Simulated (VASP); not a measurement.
A run of VASP 6.6.1:

The input INCAR:

```
ALGO = Normal
EDIFF = 1E-6
ENCUT = 520
GGA = PE
ISIF = 2
ISMEAR = 0
LASPH = T
LCHARG = F
LREAL = F
LWAVE = F
NBANDS = 24
NELM = 60
PREC = Accurate
SIGMA = 0.15
```

KPOINTS

```
k-points
0
Gamma
  12 12 12
```

Contents of POSCAR:

```
TaF3
1.0
    4.0182360000      0.0000000000      0.0000000000
    0.0000000000      4.0182360000      0.0000000000
    0.0000000000      0.0000000000      4.0182360000
Ta F
1 3
Direct
    0.0000000000      0.0000000000      0.0000000000
    0.5000000000      0.0000000000      0.0000000000
    0.0000000000      0.5000000000      0.0000000000
    0.0000000000      0.0000000000      0.5000000000
```

Potentials or basis: VASP PAW PBE potentials, release 64 (Ta_pv, F).

Launch:

```sh
$ cat potpaw_PBE.64/Ta_pv/POTCAR potpaw_PBE.64/F/POTCAR > POTCAR
$ mpirun -np 1 vasp_std > vasp.out
```

Hardware: 1 thread of Intel Xeon 8259CL, on a shared host.

**Question.** How long does it take, and how much memory?

**Answer.** Wall time 95 s on 1 thread of Intel Xeon 8259CL (shared host), peak memory 0.25 GiB. Counts: scf iterations 14, k points 84.
